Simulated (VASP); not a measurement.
The system is Au.

```
Au
1.0
     0.00000    2.80000    2.80000
     2.80000    0.00000    2.80000
     2.80000    2.80000    0.00000
Au
2
Cartesian
  0.0000 0.0000 0.0000
  1.4000 1.4000 1.4000
```

```yaml
Program: VASP 6.6.1
Task: relaxation of cell and atoms
Functional: PBEsol
Potentials_or_basis: VASP PAW PBE potentials, release 64 (Au)
Cutoff: 500 eV
k_mesh: 7 × 7 × 7
Occupations: gaussian, width 0.1 eV
Spin: no spin polarisation
```

At the start: pressure 28.0 GPa; volume 21.95 Å³/atom.

Problem. Where does the relaxation end?

Solution. Over 5 steps the energy falls by 374.3 meV/atom and the volume is 27.34 Å³/atom (+24.6 %); space group Fd-3m (No. 227, to 0.05 Å).

The path:
```tsv
step	energy change (eV)	largest force (eV/Å)	pressure (GPa)	volume (Å³)
1	0.0000	0.0000	28.02	43.90
2	-0.0467	0.0000	-8.72	73.10
3	-0.7466	0.0000	-0.88	55.40
4	-0.7483	0.0000	-0.31	54.93
5	-0.7486	0.0000	0.00	54.68
```

Final structure:
```yaml
crystal:
  lattice:
    - [0.00000, 3.01261, 3.01261]
    - [3.01261, 0.00000, 3.01261]
    - [3.01261, 3.01261, 0.00000]
  atoms:
    - { symbol: Au, position: [0.00000, 0.00000, 0.00000] }
    - { symbol: Au, position: [0.25000, 0.25000, 0.25000] }
```

Caveat: the volume moved by over 15 % at a fixed basis, so the end points are rough; the PAW data sets were made with another functional, which shifts forces and pressure a little.
